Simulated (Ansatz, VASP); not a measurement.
**One calculation of Al2Cl2F, two programs**

The input INCAR:

```
ALGO = Normal
EDIFF = 1E-6
EDIFFG = -0.04
ENCUT = 600
GGA = PE
IBRION = 2
ISIF = 3
ISMEAR = 0
LASPH = T
LCHARG = F
LREAL = F
LWAVE = F
NELM = 60
NSW = 90
PREC = Accurate
SIGMA = 0.1
```

KPOINTS

```
k-points
0
Gamma
  6 6 4
```

File POSCAR:

```
Al2Cl2F
1.0
    4.4823822600      0.0000000000      0.0000000000
   -2.2411911300      3.8818569000      0.0000000000
    0.0000000000      0.0000000000      5.7179016200
Al Cl F
2 2 1
Direct
    0.0000000000      0.0000000000      0.1741144800
    0.0000000000      0.0000000000      0.8258855200
    0.3333333300      0.6666666700      0.5000000000
    0.6666666700      0.3333333300      0.5000000000
    0.0000000000      0.0000000000      0.5000000000
```

Input for Ansatz:

```yaml
crystal:
  lattice:
    - [4.48238226, 0.0, 0.0]
    - [-2.24119113, 3.8818569, 0.0]
    - [0.0, 0.0, 5.71790162]
  atoms:
    - { symbol: Al, position: [0.0, 0.0, 0.17411448] }
    - { symbol: Al, position: [0.0, 0.0, 0.82588552] }
    - { symbol: Cl, position: [0.33333333, 0.66666667, 0.5] }
    - { symbol: Cl, position: [0.66666667, 0.33333333, 0.5] }
    - { symbol: F, position: [0.0, 0.0, 0.5] }
basis:
  ecutwfc: 420
kpoints:
  mp_grid: { grid: [6, 6, 4] }
hamiltonian:
  xc: pbe
scf:
  occupations: { method: gaussian, width: 0.1 }
  lower_state_search: "off"
output:
  forces: true
  stress: true
  eigenvalues: true
relax:
  adjacent_minimum: "off"
  f_tol: 0.04
  max_steps: 70
  cell: { stress_tol: 0.4 }
```

Alike in both runs: task relaxation of cell and atoms; functional PBE; k mesh 6 × 6 × 4; occupations gaussian, width 0.1 eV; no spin polarisation.

|  | VASP | Ansatz |
| --- | --- | --- |
| version | VASP 6.6.1 | Ansatz 0.2.0 |
| potentials or method | VASP PAW PBE potentials, release 64 (Al, Cl, F), cutoff 600 eV | scalar-relativistic, plane waves, PAW |
| valence electrons in the cell | 27 | 27 |

|  | VASP | Ansatz | Ansatz less VASP |
| --- | --- | --- | --- |
| gap on the k mesh at the Fermi level, each at its own relaxed structure (eV) | none | none | - |
| relaxed volume (Å³/atom) | 33.49 | 35.36 | +1.877 |
| relaxed length of the cell vector where the two differ most in proportion (Å) | 6.813 | 7.038 | +0.2252 |

A gap of «none» marks a metal or a gap that the smearing closes. One of these differences is far larger than is usual between the two programs; its cause wasn't traced.

Noted on VASP's run: the volume moved by over 15 % at a fixed basis, so the end points are rough.
